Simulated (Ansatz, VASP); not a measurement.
# One calculation of Rb3Sn, two programs

```
Rb Sn
1.0
     5.96889    0.00000    0.00000
     0.00000    5.96889    0.00000
     0.00000    0.00000    5.96889
Rb Sn
3 1
Direct
  0.00000 0.50000 0.50000
  0.50000 0.00000 0.50000
  0.50000 0.50000 0.00000
  0.00000 0.00000 0.00000
```

Alike in both runs: functional PBE; k mesh 8 × 8 × 8; occupations gaussian, width 0.1 eV; no spin polarisation.

Ansatz relaxed the structure, and its values are those at the end. VASP's run is a single point on that final structure, the one shown.

|  | VASP | Ansatz |
| --- | --- | --- |
| version | VASP 6.6.1 | Ansatz 0.2.0 |
| potentials or method | VASP PAW PBE potentials, release 64 (Rb_sv, Sn_d), cutoff 520 eV | scalar-relativistic, plane waves, PAW |
| valence electrons in the cell | 41 | 41 |

```csv
,VASP,Ansatz,Ansatz less VASP
gap on the k mesh at the Fermi level (eV),none,none,-
pressure (GPa),0.0,0.0,0.00
```

A gap of «none» marks a metal or a gap that the smearing closes. The functional is the same, so the differences come from potentials, cutoffs and numerics.
